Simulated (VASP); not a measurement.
A run of VASP 6.6.1 is set up as follows.

The input INCAR:

```
SYSTEM = Tl2F
ALGO     = Normal         ! electronic algorithm
EDIFF    = 1E-6           ! SCF threshold, eV
ENCUT    = 520            ! plane-wave cutoff, eV
GGA      = PE             ! functional
ISIF     = 2              ! what is computed and relaxed
ISMEAR   = 0              ! smearing method
LASPH    = .True.         ! aspherical terms in the spheres
LCHARG   = .False.        ! write CHGCAR
LREAL    = .False.        ! projectors in reciprocal space
LWAVE    = .False.        ! write WAVECAR
NBANDS   = 24             ! bands
NELM     = 100            ! most SCF steps
PREC     = Accurate       ! precision mode
SIGMA    = 0.1            ! smearing width, eV
```

File KPOINTS:

```
k-points
0
Gamma
  6 6 6
  0 0 0
```

Contents of POSCAR:

```
Tl2F
1.0
    5.2324286674      0.0000000000      0.0000000000
   -2.6162143337      4.5314161495      0.0000000000
    0.0000000000      0.0000000000      3.4406746962
Tl F
2 1
Direct
    0.3333333333      0.6666666667      0.5000000000
    0.6666666667      0.3333333333      0.5000000000
    0.0000000000      0.0000000000      0.5000000000
```

Potentials or basis: VASP PAW PBE potentials, release 64 (Tl_d, F).

Run with:

```sh
$ cat potpaw_PBE.64/Tl_d/POTCAR potpaw_PBE.64/F/POTCAR > POTCAR
$ mpirun -np 1 vasp_std > vasp.out
```

(1) What does it give for the band gap on the k mesh?

(2) Predict the pressure.

## Answers

(1) zero (an odd number of electrons rules out a gap without spin polarisation).

(2) 0.0 GPa.

Caveat: spin-orbit coupling is left out, which moves the levels of the heavy elements.
